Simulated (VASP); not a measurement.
Input of a VASP 6.6.1 run:

POSCAR

```
AlNi2
1.0
    3.9740030242      0.0000000000      0.0000000000
   -1.9870015121      3.4415875737      0.0000000000
    0.0000000000      0.0000000000      4.9042588200
Al Ni
2 4
Direct
    0.3333333333      0.6666666667      0.1898740600
    0.6666666667      0.3333333333      0.8101259400
    0.3333333333      0.6666666667      0.6851100400
    0.6666666667      0.3333333333      0.3148899600
    0.0000000000      0.0000000000      0.5000000000
    0.0000000000      0.0000000000      0.0000000000
```

File INCAR.step1:

```
SYSTEM = AlNi2
PREC = Accurate
ENCUT = 520
ISMEAR = 0
SIGMA = 0.1
LREAL = .False.
LASPH = .True.
NELM = 60
NBANDS = 32
GGA = PE
ALGO = Normal
EDIFF = 1E-4
LWAVE = .True.
LCHARG = .False.
```

Contents of INCAR.step2:

```
SYSTEM = AlNi2
PREC = Accurate
ENCUT = 520
EDIFF = 1E-6
ISMEAR = 0
SIGMA = 0.1
LREAL = .False.
LASPH = .True.
NELM = 60
ALGO = Normal
ISIF = 2
LWAVE = .False.
LCHARG = .True.
METAGGA = R2SCAN
LMIXTAU = .True.
LELF = .True.
LVHAR = .True.
NBANDS = 32
ISTART = 1
```

File KPOINTS:

```
Automatic mesh
0
Gamma
  6 6 6
  0 0 0
```

Potentials or basis: VASP PAW PBE potentials, release 64 (Al, Ni).

Command:

```bash
$ cat potpaw_PBE.64/Al/POTCAR potpaw_PBE.64/Ni/POTCAR > POTCAR
$ cp INCAR.step1 INCAR
$ mpirun -np 1 vasp_std > vasp.out
$ cp INCAR.step2 INCAR
$ mpirun -np 1 vasp_std > vasp.out
```

**Question.** Predict the pressure.

**Answer.** 0.7 GPa.

**Question.** Predict the largest force.

**Answer.** 0.012 eV/Å.

**Question.** Estimate the band gap on the k mesh.

**Answer.** Zero (bands 23 and 24 overlap by 4.37 eV).

Stress tensor (GPa, compression positive):
```
0.63 0.00 0.00
0.00 0.63 0.00
0.00 0.00 0.89
```

Caveat: the PAW data sets were made with another functional, which shifts forces and pressure a little. Spin polarisation is off, so any magnetic state and its effect on volume and gap are missing.
